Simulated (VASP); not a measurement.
# Cr (Im-3m) in VASP: a series of runs

Cr is run at these levels: PBE; tasks: single point.

All numbers are computed with VASP 6.6.1; they aren't measurements. Logs are shortened: lines on timing, memory, paths and dates and some standing lists are left out, and cuts for length are marked.

### 1 The cell of the first run

Symmetry: Im-3m, No. 229, cubic system. The conventional cell has a = 2.969 Å, b = 2.969 Å, c = 2.969 Å, α = 90.00°, β = 90.00°, γ = 90.00°. Cr (site symmetry m-3m) has 14 Cr at 2.57 to 2.97 Å within 3.4 Å.

### 2 Single point, PBE, collinear spin, ferromagnetic start

INCAR

```
PREC     = Accurate       # precision mode
ENCUT    = 520            # plane-wave cutoff, eV
EDIFF    = 1E-6           # SCF threshold, eV
ISMEAR   = 0              # smearing method
SIGMA    = 0.028000000000000004 # smearing width, eV
LREAL    = F              # projectors in reciprocal space
LASPH    = T              # aspherical terms in the spheres
NELM     = 150            # most SCF steps
ALGO     = Fast           # electronic algorithm
ISIF     = 2              # what is computed and relaxed
LWAVE    = F              # write WAVECAR
LCHARG   = T              # write CHGCAR
ISPIN    = 2              # spin polarisation
MAGMOM   = 3              # initial moments
LORBIT   = 11             # projections on sites
LMAXMIX  = 4              # l up to which the mixer works
GGA      = PE             # functional
LELF     = T              # ELF
LVHAR    = T            
NBANDS   = 16             # bands
```

KPOINTS

```
regular mesh
0
Gamma
  12 12 12
```

POSCAR

```
Cr
1.0
   -1.4844496776      1.4844496776      1.4844496776
    1.4844496776     -1.4844496776      1.4844496776
    1.4844496776      1.4844496776     -1.4844496776
Cr
1
Direct
    0.0000000000      0.0000000000      0.0000000000
```

Potentials or basis: VASP PAW PBE potentials, release 64 (Cr_pv).

Run with:

```sh
> cat potpaw_PBE.64/Cr_pv/POTCAR > POTCAR
> mpirun -np 1 vasp_std > vasp.out
```

OUTCAR:

```text
PREC = Accurate
   ENCUT = 520
   EDIFF = 1E-6
   ISMEAR = 0
   LREAL = F
   LASPH = T
   NELM = 150
   ISIF = 2
   ISPIN = 2
   LORBIT = 11
   GGA = PE

 ion  position               nearest neighbor table
   1  0.000  0.000  0.000-

  LATTYP: Found a body centered cubic cell.
 ALAT       =     2.9688993552

  Lattice vectors:

 A1 = (  -1.4844496776,   1.4844496776,   1.4844496776)
 A2 = (   1.4844496776,  -1.4844496776,   1.4844496776)
 A3 = (   1.4844496776,   1.4844496776,  -1.4844496776)

Analysis of symmetry for initial positions (statically):
=====================================================================
 Subroutine PRICEL returns:
 Original cell was already a primitive cell.

 Routine SETGRP: Setting up the symmetry group for a
 body centered cubic supercell.

 Subroutine GETGRP returns: Found 48 space group operations
 (whereof 48 operations were pure point group operations)
 out of a pool of 48 trial point group operations.

The static configuration has the point symmetry O_h .

Analysis of symmetry for dynamics (positions and initial velocities):
=====================================================================
 Subroutine PRICEL returns:
 Original cell was already a primitive cell.

 Routine SETGRP: Setting up the symmetry group for a
 body centered cubic supercell.

 Subroutine GETGRP returns: Found 48 space group operations
 (whereof 48 operations were pure point group operations)
 out of a pool of 48 trial point group operations.

The dynamic configuration has the point symmetry O_h .

Analysis of structural, dynamic, and magnetic symmetry:
=====================================================================
 Subroutine PRICEL returns:
 Original cell was already a primitive cell.

 Routine SETGRP: Setting up the symmetry group for a
 body centered cubic supercell.

 Subroutine GETGRP returns: Found 48 space group operations
 (whereof 48 operations were pure point group operations)
 out of a pool of 48 trial point group operations.

The overall configuration has the point symmetry O_h .

 Subroutine INISYM returns: Found 48 space group operations
 (whereof 48 operations are pure point group operations),
 and found     1 'primitive' translations

----------------------------------------------------------------------------------------

                                     Primitive cell

  volume of cell :      13.0845

  direct lattice vectors                    reciprocal lattice vectors
    -1.484449678  1.484449678  1.484449678     0.000000000  0.336825160  0.336825160
     1.484449678 -1.484449678  1.484449678     0.336825160  0.000000000  0.336825160
     1.484449678  1.484449678 -1.484449678     0.336825160  0.336825160  0.000000000

  length of vectors
     2.571142263  2.571142263  2.571142263     0.476342709  0.476342709  0.476342709

  position of ions in fractional coordinates (direct lattice)
     0.000000000  0.000000000  0.000000000

  ion indices of the primitive-cell ions
   primitive index   ion index
                 1           1

----------------------------------------------------------------------------------------

 KPOINTS: regular mesh

Automatic generation of k-mesh.
 Grid dimensions read from file:
 generate k-points for:   12   12   12

 Generating k-lattice:

  Cartesian coordinates                     Fractional coordinates (reciprocal lattice)
     0.000000000  0.028068763  0.028068763     0.083333333  0.000000000  0.000000000
     0.028068763  0.000000000  0.028068763     0.000000000  0.083333333  0.000000000
     0.028068763  0.028068763  0.000000000     0.000000000  0.000000000  0.083333333

  Length of vectors
     0.039695226  0.039695226  0.039695226

  Shift w.r.t. Gamma in fractional coordinates (k-lattice)
     0.000000000  0.000000000  0.000000000

 Subroutine IBZKPT returns following result:
 ===========================================

 Found     72 irreducible k-points:

 Following reciprocal coordinates:
            Coordinates               Weight
  0.000000  0.000000  0.000000      1.000000
  0.083333  0.000000  0.000000     12.000000
  0.166667  0.000000  0.000000     12.000000
  0.250000  0.000000  0.000000     12.000000
  0.333333  0.000000  0.000000     12.000000
  0.416667  0.000000  0.000000     12.000000
[... 16 lines left out ...]
  0.333333  0.083333  0.083333     24.000000
  0.416667  0.083333  0.083333     12.000000
 [... further k-points ...]
   k-points           NKPTS =     72   k-points in BZ     NKDIM =     72   number of bands    NBANDS=     16
   number of dos      NEDOS =    301   number of ions     NIONS =      1
   total plane-waves  NPLWV =   8000
   dimension x,y,z NGX =    20 NGY =   20 NGZ =   20
   dimension x,y,z NGXF=    40 NGYF=   40 NGZF=   40
   ions per type =               1
   NGX,Y,Z   is equivalent  to a cutoff of  12.93, 12.93, 12.93 a.u.
   NGXF,Y,Z  is equivalent  to a cutoff of  25.86, 25.86, 25.86 a.u.
 SYSTEM =  unknown system
   PREC   = accura    normal or accurate (medium, high low for compatibility)
   ISTART =      0    job   : 0-new  1-cont  2-samecut
   ICHARG =      2    charge: 1-file 2-atom 10-const
   ISPIN  =      2    spin polarized calculation?
   LNONCOLLINEAR =      F non collinear calculations
   LSORBIT =      F    spin-orbit coupling
   LASPH  =      T    aspherical Exc in radial PAW
   ENCUT  =  520.0 eV  38.22 Ry    6.18 a.u.   4.78  4.78  4.78*2*pi/ulx,y,z
   NELM   =    150;   NELMIN=  2; NELMDL= -5     # of ELM steps
   EDIFF  = 0.1E-05   stopping-criterion for ELM
   LREAL  =      F    real-space projection
[... 7 lines left out ...]
   TEBEG  =    0.0;   TEEND  =   0.0 temperature during run
   PSTRESS=    0.0 pullay stress
   NELECT =      12.0000    total number of electrons
   NUPDOWN=      -1.0000    fix difference up-down
   EMIN   =  10.00;   EMAX   =-10.00  energy-range for DOS
   EFERMI =   0.00;   METHOD = LEGACY
   ISMEAR =     0;   SIGMA  =   0.03  broadening in eV -4-tet -1-fermi 0-gaus
   EFERMI_NEDOS =   21; number of points for ismear=-14 and -15
   IALGO  =     68    algorithm
   IMIX   =      4    mixing-type and parameters
     AMIX     =   0.40;   BMIX     =  1.00
     AMIX_MAG =   1.60;   BMIX_MAG =  1.00
  volume/ion in A,a.u.               =      13.08        88.30
  Fermi-wavevector in a.u.,A,eV,Ry     =   1.590559  3.005721 34.421077  2.529878
  Thomas-Fermi vector in A             =   2.689235
   LORBIT       =     11    0 simple, 1 ext, 2 COOP (PROOUT), +10 PAW based schemes
   GGA     = PE    functional components
   LHFCALC =     F    Hartree Fock is set to
   AEXX    =    0.0000 exact exchange contribution
   IVDW    =     0    specifies the selected vdW correction
   LEPSILON=     F    determine dielectric tensor
   LRPA    =     F    only Hartree local field effects (RPA)
 spin polarized calculation
 RMM-DIIS sequential band-by-band and
 Gauss-broadening in eV      SIGMA  =   0.03
  energy-cutoff  :      520.00
  volume of cell :       13.08
 maximum number of plane-waves:       370
   NGX =  9   NGY =  9   NGZ =  9

 number of electron      12.0000008 magnetization      -0.0004230

 number of electron      12.0000008 magnetization       0.0000697

 Free energy of the ion-electron system (eV)
  ---------------------------------------------------
  ext. energy  EPLUGINS =         0.00000000
  ---------------------------------------------------
  free energy    TOTEN  =        -9.38206177 eV

  energy without entropy =       -9.38182846  energy(sigma->0) =       -9.38194512

 E-fermi :   9.2694     XC(G=0): -12.9614

 val. band max:        9.2126602334   @ k =  -0.2500   0.3333   0.1667
 cond. band min:       9.2920239785   @ k =   0.4167   0.0833   0.0000
 fundamental gap:      0.0793637451
 Fermi energy:         9.2693996073

 spin component 1

 k-point     1 :       0.0000    0.0000    0.0000
  band No.  band energies     occupation
      1     -33.5545      1.00000
      2     -33.5545      1.00000
      3     -33.5545      1.00000
      4       1.9051      1.00000
      5       8.5446      1.00000
      6       8.5446      1.00000
[... 8 lines left out ...]
     15      36.9896      0.00000
     16      40.5601      0.00000

 k-point     2 :       0.0833    0.0000    0.0000
  band No.  band energies     occupation
      1     -33.5970      1.00000
      2     -33.5680      1.00000
      3     -33.5546      1.00000
      4       2.1773      1.00000
      5       8.4482      1.00000
      6       8.5264      1.00000
[... 8 lines left out ...]
     15      37.3936      0.00000
     16      37.9349      0.00000
[... 387 lines left out ...]
      5       7.2420      1.00000
      6       8.5885      1.00000
[... 8 lines left out ...]
     15      38.3330      0.00000
     16      40.2010      0.00000

 k-point    24 :       0.4167    0.0833    0.0833
  band No.  band energies     occupation
      1     -34.1250      1.00000
      2     -33.7787      1.00000
      3     -33.5961      1.00000
      4       5.8603      1.00000
      5       7.1753      1.00000
      6       9.0520      1.00000
[... 8 lines left out ...]
     15      38.4272      0.00000
     16      39.7916      0.00000

 [... further k-points ...]

 spin component 2

 k-point     1 :       0.0000    0.0000    0.0000
  band No.  band energies     occupation
      1     -33.5544      1.00000
      2     -33.5544      1.00000
      3     -33.5544      1.00000
      4       1.9050      1.00000
      5       8.5447      1.00000
      6       8.5447      1.00000
[... 8 lines left out ...]
     15      36.9896      0.00000
     16      41.0430      0.00000

 k-point     2 :       0.0833    0.0000    0.0000
  band No.  band energies     occupation
      1     -33.5968      1.00000
      2     -33.5678      1.00000
      3     -33.5545      1.00000
      4       2.1772      1.00000
      5       8.4484      1.00000
      6       8.5265      1.00000
[... 8 lines left out ...]
     15      37.4046      0.00000
     16      37.9351      0.00000
[... 387 lines left out ...]
      5       7.2421      1.00000
      6       8.5885      1.00000
[... 8 lines left out ...]
     15      38.3329      0.00000
     16      40.2009      0.00000

 k-point    24 :       0.4167    0.0833    0.0833
  band No.  band energies     occupation
      1     -34.1249      1.00000
      2     -33.7785      1.00000
      3     -33.5959      1.00000
      4       5.8603      1.00000
      5       7.1754      1.00000
      6       9.0520      1.00000
[... 8 lines left out ...]
     15      38.4271      0.00000
     16      39.7915      0.00000

 [... further k-points ...]
[... 5 lines left out ...]
  --------------------------------------------------------------------------------------
  -------------------------------------------------------------------------------------
  Total       -2.0582010     -2.0582010     -2.0582010      0.0000000     -0.0000000      0.0000000
  in kB     -252.0240213   -252.0240213   -252.0240213      0.0000000     -0.0000000      0.0000000
  external PRESSURE =    -252.0240213 kB  Pullay stress =       0.0000000 kB

 VOLUME and BASIS-vectors are now :
 -----------------------------------------------------------------------------
  energy-cutoff  :      520.00
  volume of cell :       13.08
      direct lattice vectors                 reciprocal lattice vectors
    -1.484449678  1.484449678  1.484449678     0.000000000  0.336825160  0.336825160
     1.484449678 -1.484449678  1.484449678     0.336825160  0.000000000  0.336825160
     1.484449678  1.484449678 -1.484449678     0.336825160  0.336825160  0.000000000

 POSITION                                       TOTAL-FORCE (eV/Angst)
 -----------------------------------------------------------------------------------
      0.00000      0.00000      0.00000         0.000000     -0.000000      0.000000
 -----------------------------------------------------------------------------------
    total drift:                               -0.000000     -0.000000      0.000000

  FREE ENERGIE OF THE ION-ELECTRON SYSTEM (eV)
  ---------------------------------------------------
  free  energy   TOTEN  =        -9.3820617729 eV

  energy  without entropy=       -9.3818284620  energy(sigma->0) =       -9.38194512

 total charge

# of ion       s       p       d       tot
------------------------------------------
    1        0.396   6.325   4.095  10.817

 magnetization (x)

# of ion       s       p       d       tot
------------------------------------------
    1       -0.000  -0.000   0.000   0.000
```

Wall time 19 s (1 thread of AMD EPYC 9R45 (Zen 5), shared host); peak memory 0.11 GiB.

Results:

```yaml
Free_energy: -9.3821 eV
Pressure: -25.2 GPa
Band_gap_on_the_k_mesh: zero (filled and empty bands overlap)
Net_moment: 0.00 μB per cell
Valence_electrons_inside_the_program's_atomic_spheres: Cr 10.82
```

Caveat: the starting moments collapsed, and a magnetic state may lie lower.

### 3 Single point, PBE, collinear spin, ferromagnetic start

INCAR

```
SYSTEM = Cr
  ALGO = Normal
  EDIFF = 1E-6
  ENCUT = 600
  GGA = PE
  GGA_COMPAT = .FALSE.
  ISIF = 2
  ISMEAR = -1
  ISPIN = 2
  LASPH = .TRUE.
  LCHARG = .FALSE.
  LMAXMIX = 4
  LORBIT = 11
  LREAL = .FALSE.
  LWAVE = .FALSE.
  MAGMOM = 1.5
  NBANDS = 17
  NELM = 200
  NUPDOWN = 1.5
  PREC = Accurate
  SIGMA = 0.05
```

KPOINTS

```
k-points
0
G
  10 10 10
  0 0 0
```

POSCAR is that of step 2.

Potentials or basis: VASP PAW PBE potentials, release 64 (Cr_sv).

Run with:

```sh
> cat potpaw_PBE.64/Cr_sv/POTCAR > POTCAR
> mpirun -np 1 vasp_std > vasp.out
```

It took 28 s on 1 thread of AMD EPYC 9R45 (Zen 5), shared host; peak memory 0.12 GiB.

The run converged. Its results:

| Property | Result |
| --- | --- |
| Free energy | -8.9048 eV |
| Pressure | -11.4 GPa |
| Net moment | 1.50 μB per cell |
| Site moments | Cr +1.26 μB |
| Valence electrons inside the program's atomic spheres | Cr 11.72 |

Caveat: the total moment is fixed, so each spin has its own Fermi level.

[end of part 1 of 2]
